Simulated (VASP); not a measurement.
Wanted: the native input for a VASP 6.6.1 run.

| Property | Result |
| --- | --- |
| Task | relaxation of cell and atoms |
| Functional | PBE |
| Potentials or basis | VASP PAW PBE potentials, release 64 (Al, Bi_d, O) |
| Cutoff | 600 eV |
| k mesh | 4 × 4 × 6 |
| Occupations | gaussian, width 0.1 eV |
| Spin | no spin polarisation |
| Dipole correction | no |
| Further INCAR settings | ALGO = Normal; EDIFF = 1e-06; IBRION = 2; EDIFFG = -0.04; NSW = 90; ISIF = 3 |

The structure of Al3BiO lies in POSCAR:

```
Al3BiO
1.0
    5.0291614600      0.0000000000      0.0000000000
    0.0000000000      5.0291614600      0.0000000000
    0.0000000000      0.0000000000      3.6630043200
Al Bi O
3 1 1
Direct
    0.0000000000      0.0000000000      0.0000000000
    0.0000000000      0.5000000000      0.5000000000
    0.5000000000      0.0000000000      0.5000000000
    0.5000000000      0.5000000000      0.0000000000
    0.0000000000      0.0000000000      0.5000000000
```

The cell was built from a structure type or drawn by symmetry, and may not be a known phase.

The input as run:

INCAR

```
SYSTEM = Al3BiO
PREC     = Accurate       ! precision mode
ENCUT    = 600            ! plane-wave cutoff, eV
EDIFF    = 1E-6           ! SCF threshold, eV
ISMEAR   = 0              ! smearing method
SIGMA    = 0.1            ! smearing width, eV
LREAL    = .FALSE.        ! projectors in reciprocal space
LASPH    = .TRUE.         ! aspherical terms in the spheres
NELM     = 100            ! most SCF steps
ALGO     = Normal         ! electronic algorithm
ISIF     = 3              ! what is computed and relaxed
LWAVE    = .FALSE.        ! write WAVECAR
LCHARG   = .FALSE.        ! write CHGCAR
GGA      = PE             ! functional
IBRION   = 2              ! ionic algorithm
NSW      = 90             ! ionic steps
EDIFFG   = -0.04          ! ionic threshold
```

KPOINTS

```
Automatic mesh
0
G
  4 4 6
  0 0 0
```

Potentials or basis: VASP PAW PBE potentials, release 64 (Al, Bi_d, O).

Command:

```bash
$ cat potpaw_PBE.64/Al/POTCAR potpaw_PBE.64/Bi_d/POTCAR potpaw_PBE.64/O/POTCAR > POTCAR
$ mpirun -np 1 vasp_std > vasp.out
```

Results of the run:

| Quantity | Value |
| --- | --- |
| Relaxed volume | 19.69 Å³/atom |
| Relaxed cell | a = 5.221 Å, b = 5.221 Å, c = 3.611 Å, α = 90.00°, β = 90.00°, γ = 90.00° |
| Space group after relaxing (to 0.1 Å) | P4/mmm (No. 123) |
| Energy gained by relaxing | 15.5 meV/atom |
| Ionic steps | 4 |
| Pressure after relaxing | -0.1 GPa |
| Band gap on the k mesh | zero (bands 15 and 16 overlap by 2.72 eV) |

Caveat: spin-orbit coupling is left out, which moves the levels of the heavy elements.

Wall time 83 s on 1 thread of AMD EPYC 9R45 96-Core Processor (Zen 5), on a shared host, peak memory 0.22 GiB.
